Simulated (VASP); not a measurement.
A run of VASP 6.6.1 is set up as follows.

The input INCAR:

```
SYSTEM = Ga2As2H
PREC = Accurate
ENCUT = 520
EDIFF = 1E-6
ISMEAR = 0
SIGMA = 0.05
LREAL = .FALSE.
LASPH = .TRUE.
NELM = 150
ALGO = Normal
ISIF = 2
LWAVE = .FALSE.
LCHARG = .FALSE.
ISPIN = 2
MAGMOM = 0 0 0 0 1
LORBIT = 11
LDIPOL = .TRUE.
IDIPOL = 3
DIPOL = 0.5 0.5 0.336
GGA = PE
NBANDS = 30
```

KPOINTS

```
Automatic mesh
0
G
  7 7 1
  0 0 0
```

File POSCAR:

```
Ga2As2H
1.0
    4.0629609257      0.0000000000      0.0000000000
    0.0000000000      4.0629609257      0.0000000000
    0.0000000000      0.0000000000     19.8904986560
As Ga H
2 2 1
Direct
    0.0000000000      0.5000000000      0.2011010417
    0.5000000000      0.0000000000      0.3511019680
    0.5000000000      0.5000000000      0.2733201266
    0.0000000000      0.0000000000      0.4218345051
    0.5000000000      0.0000000000      0.4323142684
```

Potentials or basis: VASP PAW PBE potentials, release 64 (As, Ga_d, H).

The run is started by

```console
$ cat potpaw_PBE.64/As/POTCAR potpaw_PBE.64/Ga_d/POTCAR potpaw_PBE.64/H/POTCAR > POTCAR
$ mpirun -np 1 vasp_std > vasp.out
```

(1) What does it give for the net moment?

(2) Estimate the largest force.

## Answers

(1) 0.00 μB per cell.

(2) 1.402 eV/Å.
